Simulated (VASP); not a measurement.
CdS:

```
Cd S
1.0
     0.00000    2.94295    2.94295
     2.94295    0.00000    2.94295
     2.94295    2.94295    0.00000
Cd S
1 1
Direct
  0.00000 0.00000 0.00000
  0.75000 0.75000 0.75000
```

* Program: VASP 6.6.1
* Task: relaxation of cell and atoms
* Functional: LDA
* Potentials or basis: VASP PAW LDA potentials, release 64 (Cd, S)
* Cutoff: 600 eV
* k mesh: 12 × 12 × 12
* Occupations: gaussian, width 0.02 eV
* Spin: no spin polarisation

At the start: pressure -3.5 GPa; volume 25.49 Å³/atom.

Q: How do energy, volume and symmetry change on relaxing?

A: Over 3 steps the energy falls by 16.9 meV/atom and the volume is 24.03 Å³/atom (-5.7 %); space group F-43m (No. 216, to 0.1 Å) before and after.

The path:
| step | energy change (eV) | largest force (eV/Å) | pressure (GPa) | volume (Å³) |
| --- | --- | --- | --- | --- |
| 1 | 0.0000 | 0.0000 | -3.51 | 50.98 |
| 2 | -0.0285 | 0.0000 | 1.64 | 46.97 |
| 3 | -0.0339 | 0.0000 | 0.00 | 48.05 |

Final structure:
```cif
data_structure
_symmetry_space_group_name_H-M 'P 1'
_symmetry_Int_Tables_number 1
_cell_length_a 4.0807
_cell_length_b 4.0807
_cell_length_c 4.0807
_cell_angle_alpha 60.000
_cell_angle_beta 60.000
_cell_angle_gamma 60.000
_cell_volume 48.05
loop_
_atom_site_label
_atom_site_type_symbol
_atom_site_fract_x
_atom_site_fract_y
_atom_site_fract_z
_atom_site_occupancy
Cd1 Cd 0.00000 0.00000 0.00000 1
S1 S 0.75000 0.75000 0.75000 1
```
